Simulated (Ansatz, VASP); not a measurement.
CdF2: VASP beside Ansatz

```
Cd F
1.0
     0.00000    2.69418    2.69418
     2.69418    0.00000    2.69418
     2.69418    2.69418    0.00000
Cd F
1 2
Direct
  0.00000 0.00000 0.00000
  0.25000 0.25000 0.25000
  0.75000 0.75000 0.75000
```

Alike in both runs: task single point; functional r2SCAN; k mesh 8 × 8 × 8; no spin polarisation.

```csv
,VASP,Ansatz
version,VASP 6.6.1,Ansatz 0.2.0
potentials or method,"VASP PAW PBE potentials, release 64 (Cd_sv_GW, F)","plane waves, PAW"
plane-wave cutoff (eV),770,500
occupations,"gaussian, width 0.01 eV",fixed
valence electrons in the cell,34,34
```

|  | VASP | Ansatz | Ansatz less VASP |
| --- | --- | --- | --- |
| gap on the k mesh at the Fermi level (eV) | 3.79 | 3.79 | +0.006 |
| pressure (GPa) | -0.4 | 0.0 | +0.42 |

VASP's potentials were made for PBE, not for r2SCAN.
